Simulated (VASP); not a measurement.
A run of VASP 6.6.1 is set up as follows.

File POSCAR:

```
MgO
1.0
    0.0000000000      2.1021674166      2.1021674166
    2.1477844495      0.0000000000      2.1021674166
    2.1477844495      2.1021674166      0.0000000000
Mg O
1 1
Direct
    0.0000000000      0.0000000000      0.0000000000
    0.5000000000      0.5000000000      0.5000000000
```

The input INCAR.step1:

```
SYSTEM = MgO
ALGO = Normal
EDIFF = 1E-5
ENCUT = 660
GGA = PE
GGA_COMPAT = .False.
ISMEAR = 0
LASPH = .True.
LCHARG = .False.
LREAL = .False.
LWAVE = .True.
NBANDS = 15
NELM = 120
PREC = Accurate
SIGMA = 0.01
```

INCAR.step2

```
SYSTEM = MgO
ALGO = Normal
EDIFF = 1E-6
ENCUT = 660
GGA_COMPAT = .False.
ISIF = 2
ISMEAR = 0
ISTART = 1
LASPH = .True.
LCHARG = .True.
LELF = .True.
LMIXTAU = .True.
LREAL = .False.
LVHAR = .True.
LWAVE = .False.
METAGGA = R2SCAN
NBANDS = 15
NELM = 120
PREC = Accurate
SIGMA = 0.01
```

Contents of KPOINTS:

```
k-points
0
Gamma
  10 10 10
  0 0 0
```

Potentials or basis: VASP PAW PBE potentials, release 64 (Mg_sv, O).

Run with:

```console
$ cat potpaw_PBE.64/Mg_sv/POTCAR potpaw_PBE.64/O/POTCAR > POTCAR
$ cp INCAR.step1 INCAR
$ mpirun -np 1 vasp_std > vasp.out
$ cp INCAR.step2 INCAR
$ mpirun -np 1 vasp_std > vasp.out
```

Question: Predict the pressure.

Answer: -3.4 GPa.

Question: Estimate the band gap on the k mesh.

Answer: 5.46 eV, direct.

Stress tensor (GPa, compression positive):
```
-6.03  0.00  0.00
 0.00 -2.10  0.00
 0.00  0.00 -2.10
```

Caveat: the cell differs from its parent crystal (uniaxial x strain +2.2%); the PAW data sets were made with another functional, which shifts forces and pressure a little.
